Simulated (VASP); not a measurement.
# PbF2 in VASP: a series of runs, part 2 of 2

VASP 6.6.1.

### 3 Single point, LDA (equal xx and yy strain of +2 %)

The input, INCAR:

```
PREC = Accurate
ENCUT = 520
EDIFF = 1E-7
ISMEAR = -1
SIGMA = 0.03
LREAL = F
LASPH = T
NELM = 60
ALGO = Normal
ISIF = 2
LWAVE = F
LCHARG = F
NBANDS = 21
```

The input, KPOINTS:

```
Automatic mesh
0
Gamma
  7 7 7
```

The input, POSCAR:

```
PbF2
1.0
    0.0000000000      3.0292470000      2.9698500000
    3.0292470000      0.0000000000      2.9698500000
    3.0292470000      3.0292470000      0.0000000000
Pb F
1 2
Direct
    0.0000000000      0.0000000000      0.0000000000
    0.2500000000      0.2500000000      0.2500000000
    0.7500000000      0.7500000000      0.7500000000
```

Potentials or basis: VASP PAW LDA potentials, release 64 (Pb_d, F).

Run with:

```sh
cat potpaw_LDA.64/Pb_d/POTCAR potpaw_LDA.64/F/POTCAR > POTCAR
mpirun -np 1 vasp_std > vasp.out
```

OUTCAR:

```text
PREC = Accurate
   ENCUT = 520
   EDIFF = 1E-7
   ISMEAR = -1
   LREAL = F
   LASPH = T
   NELM = 60
   ISIF = 2

 ion  position               nearest neighbor table
   1  0.000  0.000  0.000-   3 2.61   3 2.61   2 2.61   2 2.61   3 2.61   2 2.61   3 2.61   2 2.61

   2  0.250  0.250  0.250-   1 2.61   1 2.61   1 2.61   1 2.61
   3  0.750  0.750  0.750-   1 2.61   1 2.61   1 2.61   1 2.61

  LATTYP: Found a body centered tetragonal cell.
 ALAT       =     4.2840021912
 C/A-ratio  =     1.3864838847

  Lattice vectors:

 A1 = (   0.0000000000,  -3.0292470000,  -2.9698500000)
 A2 = (   0.0000000000,   3.0292470000,  -2.9698500000)
 A3 = (   3.0292470000,   0.0000000000,   2.9698500000)

Analysis of symmetry for initial positions (statically):
=====================================================================
 Subroutine PRICEL returns:
 Original cell was already a primitive cell.

 Routine SETGRP: Setting up the symmetry group for a
 body centered tetragonal supercell.

 Subroutine GETGRP returns: Found 16 space group operations
 (whereof 16 operations were pure point group operations)
 out of a pool of 16 trial point group operations.

The static configuration has the point symmetry D_4h.

Analysis of symmetry for dynamics (positions and initial velocities):
=====================================================================
 Subroutine PRICEL returns:
 Original cell was already a primitive cell.

 Routine SETGRP: Setting up the symmetry group for a
 body centered tetragonal supercell.

 Subroutine GETGRP returns: Found 16 space group operations
 (whereof 16 operations were pure point group operations)
 out of a pool of 16 trial point group operations.

The dynamic configuration has the point symmetry D_4h.

 Subroutine INISYM returns: Found 16 space group operations
 (whereof 16 operations are pure point group operations),
 and found     1 'primitive' translations

----------------------------------------------------------------------------------------

                                     Primitive cell

  volume of cell :      54.5047

  direct lattice vectors                    reciprocal lattice vectors
     0.000000000  3.029247000  2.969850000    -0.165057521  0.165057521  0.168358671
     3.029247000  0.000000000  2.969850000     0.165057521 -0.165057521  0.168358671
     3.029247000  3.029247000  0.000000000     0.165057521  0.165057521 -0.168358671

  length of vectors
     4.242210085  4.242210085  4.284002191     0.287806554  0.287806554  0.287806554

  position of ions in fractional coordinates (direct lattice)
     0.000000000  0.000000000  0.000000000
     0.250000000  0.250000000  0.250000000
     0.750000000  0.750000000  0.750000000

  ion indices of the primitive-cell ions
   primitive index   ion index
                 1           1
                 2           2
                 3           3

----------------------------------------------------------------------------------------

 KPOINTS: Automatic mesh

Automatic generation of k-mesh.
 Grid dimensions read from file:
 generate k-points for:    7    7    7

 Generating k-lattice:

  Cartesian coordinates                     Fractional coordinates (reciprocal lattice)
    -0.023579646  0.023579646  0.024051239     0.142857143  0.000000000  0.000000000
     0.023579646 -0.023579646  0.024051239     0.000000000  0.142857143  0.000000000
     0.023579646  0.023579646 -0.024051239     0.000000000  0.000000000  0.142857143

  Length of vectors
     0.041115222  0.041115222  0.041115222

  Shift w.r.t. Gamma in fractional coordinates (k-lattice)
     0.000000000  0.000000000  0.000000000

 Subroutine IBZKPT returns following result:
 ===========================================

 Found     40 irreducible k-points:

 Following reciprocal coordinates:
            Coordinates               Weight
  0.000000  0.000000  0.000000      1.000000
  0.142857  0.000000  0.000000      8.000000
  0.285714 -0.000000  0.000000      8.000000
  0.428571 -0.000000  0.000000      8.000000
  0.142857  0.142857  0.000000      2.000000
  0.285714  0.142857  0.000000      8.000000
[... 16 lines left out ...]
  0.428571  0.285714  0.142857      8.000000
 -0.428571  0.285714  0.142857     16.000000
 [... further k-points ...]
   k-points           NKPTS =     40   k-points in BZ     NKDIM =     40   number of bands    NBANDS=     21
   number of dos      NEDOS =    301   number of ions     NIONS =      3
   total plane-waves  NPLWV =  32768
   dimension x,y,z NGX =    32 NGY =   32 NGZ =   32
   dimension x,y,z NGXF=    64 NGYF=   64 NGZF=   64
   ions per type =               1   2
   NGX,Y,Z   is equivalent  to a cutoff of  12.54, 12.54, 12.42 a.u.
   NGXF,Y,Z  is equivalent  to a cutoff of  25.08, 25.08, 24.84 a.u.
 SYSTEM =  unknown system
   PREC   = accura    normal or accurate (medium, high low for compatibility)
   ISTART =      0    job   : 0-new  1-cont  2-samecut
   ICHARG =      2    charge: 1-file 2-atom 10-const
   ISPIN  =      1    spin polarized calculation?
   LNONCOLLINEAR =      F non collinear calculations
   LSORBIT =      F    spin-orbit coupling
   LASPH  =      T    aspherical Exc in radial PAW
   ENCUT  =  520.0 eV  38.22 Ry    6.18 a.u.   7.89  7.89  7.97*2*pi/ulx,y,z
   NELM   =     60;   NELMIN=  2; NELMDL= -5     # of ELM steps
   EDIFF  = 0.1E-06   stopping-criterion for ELM
   LREAL  =      F    real-space projection
   EDIFFG = 0.1E-05   stopping-criterion for IOM
   NSW    =      0    number of steps for IOM
   IBRION =     -1    ionic relax: 0-MD 1-quasi-New 2-CG
   NFREE  =      0    steps in history (QN), initial steepest desc. (CG)
   ISIF   =      2    stress and relaxation
   ISYM   =      2    0-nonsym 1-usesym 2-fastsym
   POTIM  = 0.5000    time-step for ionic-motion
   TEBEG  =    0.0;   TEEND  =   0.0 temperature during run
   PSTRESS=    0.0 pullay stress
   NELECT =      28.0000    total number of electrons
   NUPDOWN=      -1.0000    fix difference up-down
   EMIN   =  10.00;   EMAX   =-10.00  energy-range for DOS
   EFERMI =   0.00;   METHOD = LEGACY
   ISMEAR =    -1;   SIGMA  =   0.03  broadening in eV -4-tet -1-fermi 0-gaus
   EFERMI_NEDOS =   21; number of points for ismear=-14 and -15
   IALGO  =     38    algorithm
   IMIX   =      4    mixing-type and parameters
     AMIX     =   0.40;   BMIX     =  1.00
     AMIX_MAG =   1.60;   BMIX_MAG =  1.00
  volume/ion in A,a.u.               =      18.17       122.61
  Fermi-wavevector in a.u.,A,eV,Ry     =   1.311141  2.477698 23.389665  1.719092
  Thomas-Fermi vector in A             =   2.441623
   LORBIT       =      0    0 simple, 1 ext, 2 COOP (PROOUT), +10 PAW based schemes
   GGA     = CA    functional components
   LHFCALC =     F    Hartree Fock is set to
   AEXX    =    0.0000 exact exchange contribution
   IVDW    =     0    specifies the selected vdW correction
   LEPSILON=     F    determine dielectric tensor
   LRPA    =     F    only Hartree local field effects (RPA)
 non-spin polarized calculation
  energy-cutoff  :      520.00
  volume of cell :       54.50
 maximum number of plane-waves:      1477
   NGX = 15   NGY = 15   NGZ = 15

 number of electron      28.0000030 magnetization

 Free energy of the ion-electron system (eV)
  ---------------------------------------------------
  ext. energy  EPLUGINS =         0.00000000
  ---------------------------------------------------
  free energy    TOTEN  =       -15.82684006 eV

  energy without entropy =      -15.82684006  energy(sigma->0) =      -15.82684006

 E-fermi :   1.6334     XC(G=0):  -9.8387

 val. band max:        0.9813058444   @ k =  -0.2857   0.1429   0.4286
 cond. band min:       5.1680243989   @ k =   0.4286   0.4286   0.0000
 fundamental gap:      4.1867185545
 Fermi energy:         1.6334435523

 k-point     1 :       0.0000    0.0000    0.0000
  band No.  band energies     occupation
      1     -19.3859      2.00000
      2     -18.7950      2.00000
      3     -13.3408      2.00000
      4     -13.3408      2.00000
      5     -13.3283      2.00000
      6     -13.2865      2.00000
[... 13 lines left out ...]
     20      15.8808      0.00000
     21      17.7470      0.00000
[... 529 lines left out ...]
 k-point    24 :      -0.4286    0.2857    0.1429
  band No.  band energies     occupation
      1     -19.1048      2.00000
      2     -19.0428      2.00000
      3     -13.3044      2.00000
      4     -13.2915      2.00000
      5     -13.2678      2.00000
      6     -13.2346      2.00000
[... 13 lines left out ...]
     20      16.7916      0.00000
     21      17.1278      0.00000

 [... further k-points ...]

------------------------ aborting loop because EDIFF is reached ----------------------------------------

  FORCE on cell =-STRESS in cart. coord.  units (eV):
  Direction    XX          YY          ZZ          XY          YZ          ZX
  --------------------------------------------------------------------------------------
  -------------------------------------------------------------------------------------
  Total       -2.5865086     -2.5865086     -2.2043915      0.0000000      0.0000000     -0.0000000
  in kB      -76.0309872    -76.0309872    -64.7985698      0.0000000      0.0000000     -0.0000000
  external PRESSURE =     -72.2868481 kB  Pullay stress =       0.0000000 kB

 VOLUME and BASIS-vectors are now :
 -----------------------------------------------------------------------------
  energy-cutoff  :      520.00
  volume of cell :       54.50
      direct lattice vectors                 reciprocal lattice vectors
     0.000000000  3.029247000  2.969850000    -0.165057521  0.165057521  0.168358671
     3.029247000  0.000000000  2.969850000     0.165057521 -0.165057521  0.168358671
     3.029247000  3.029247000  0.000000000     0.165057521  0.165057521 -0.168358671

 POSITION                                       TOTAL-FORCE (eV/Angst)
 -----------------------------------------------------------------------------------
      0.00000      0.00000      0.00000         0.000000     -0.000000      0.000000
      1.51462      1.51462      1.48493        -0.000000     -0.000000     -0.000000
      4.54387      4.54387      4.45477         0.000000      0.000000      0.000000
 -----------------------------------------------------------------------------------
    total drift:                                0.000000     -0.000000      0.000000

  FREE ENERGIE OF THE ION-ELECTRON SYSTEM (eV)
  ---------------------------------------------------
  free  energy   TOTEN  =       -15.8268400591 eV

  energy  without entropy=      -15.8268400591  energy(sigma->0) =      -15.82684006
```

stdout:

```text
POSCAR found type information on POSCAR PbF
 POSCAR found :  2 types and       3 ions
 scaLAPACK will be used
 LDA part: xc-table for (Slater(with rela. corr.)+CA(PZ))
 , standard interpolation
 POSCAR, INCAR and KPOINTS ok, starting setup
 FFT: planning ... GRIDC
 FFT: planning ... GRID_SOFT
 FFT: planning ... GRID
 WAVECAR not read
 entering main loop
```

It took 31 s on 1 thread of Intel Xeon Platinum 8259CL at 2.50GHz (Skylake/Cascade Lake), shared host; peak memory 0.17 GiB.

Results:

- Free energy: -15.8268 eV
- Pressure: -7.2 GPa
- Band gap on the k mesh: 4.19 eV (least direct gap 4.46 eV)

Levels at points of the mesh, in eV from the valence-band top:
```
           k point  band 10  band 11  band 12  band 13  band 14  band 15  band 16  band 17  band 18  band 19
(0.00, 0.00, 0.00)    -2.23    -2.23    -1.79    -1.79    -1.66     6.44     6.53     6.53    10.12    14.51
```

Caveat: the cell differs from its parent crystal (equal xx and yy strain of +2 %); the cell stands under tension; spin-orbit coupling is left out, which moves the levels of the heavy elements; an odd mesh through Γ misses points on the zone boundary, where band edges can lie.

### 4 Single point, LDA (equal xy, yz and zx shear strains of -2 %)

The input, INCAR:

```
SYSTEM = PbF2
PREC = Accurate
ENCUT = 520
EDIFF = 1E-6
ISMEAR = -1
SIGMA = 0.03
LREAL = .False.
LASPH = .True.
NELM = 80
ALGO = Normal
ISIF = 2
LWAVE = .False.
LCHARG = .False.
NBANDS = 21
```

The input, KPOINTS:

```
Automatic mesh
0
Gamma
  7 7 7
  0 0 0
```

The input, POSCAR:

```
PbF2
1.0
   -0.0593970000      2.9401515000      2.9401515000
    2.9401515000     -0.0593970000      2.9401515000
    2.9401515000      2.9401515000     -0.0593970000
Pb F
1 2
Direct
    0.0000000000      0.0000000000      0.0000000000
    0.2500000000      0.2500000000      0.2500000000
    0.7500000000      0.7500000000      0.7500000000
```

Run with:

```sh
cat potpaw_LDA.64/Pb_d/POTCAR potpaw_LDA.64/F/POTCAR > POTCAR
mpirun -np 1 vasp_std > vasp.out
```

It took 33 s on 1 thread of Intel Xeon Platinum 8259CL at 2.50GHz (Skylake/Cascade Lake), shared host; peak memory 0.18 GiB.

It converged, with:

```yaml
Free_energy: -15.9011 eV
Pressure: -4.8 GPa
Largest_force: 0.079 eV/Å
Band_gap_on_the_k_mesh: 4.23 eV (least direct gap 4.48 eV)
```

Forces in eV/Å, atoms in the order of the input:
```
Pb   0.000  0.000  0.000
F    0.045  0.045  0.045
F   -0.045 -0.045 -0.045
```

Stress tensor (GPa, compression positive):
```
-4.82  0.62  0.62
 0.62 -4.82  0.62
 0.62  0.62 -4.82
```

Levels at points of the mesh, in eV from the valence-band top:
```csv
k point,band 12,band 13,band 14,band 15,band 16,band 17
"(0.00, 0.00, 0.00)",-2.06,-1.95,-1.95,6.41,6.41,6.83
```

Caveat: the cell differs from its parent crystal (equal xy, yz and zx shear strains of -2 %); the cell stands under tension; spin-orbit coupling is left out, which moves the levels of the heavy elements; an odd mesh through Γ misses points on the zone boundary, where band edges can lie.

### 5 Summary

```csv
cell,gap on the mesh (eV),pressure (GPa)
"a = 4.221, b = 4.221, c = 4.242 Å, angles 59.8, 59.8, 60.3°, 3 atoms",4.22,-6.1
"a = 4.242, b = 4.242, c = 4.284 Å, angles 59.7, 59.7, 60.7°, 3 atoms",4.19,-7.2
"a = 4.158 Å, angles 61.3°, 3 atoms",4.23,-4.8
```

Alike in all rows: task single point; level LDA; potentials or basis VASP PAW LDA potentials, release 64 (Pb_d, F); no spin polarisation; k mesh 7 × 7 × 7; cutoff (eV) 520; smearing fermi-dirac 0.03 eV.

Caveats: the cell stands under tension; spin-orbit coupling is left out, which moves the levels of the heavy elements; an odd mesh through Γ misses points on the zone boundary, where band edges can lie.

Total energies depend on the potentials used, so only differences within one code and one set of settings carry meaning.
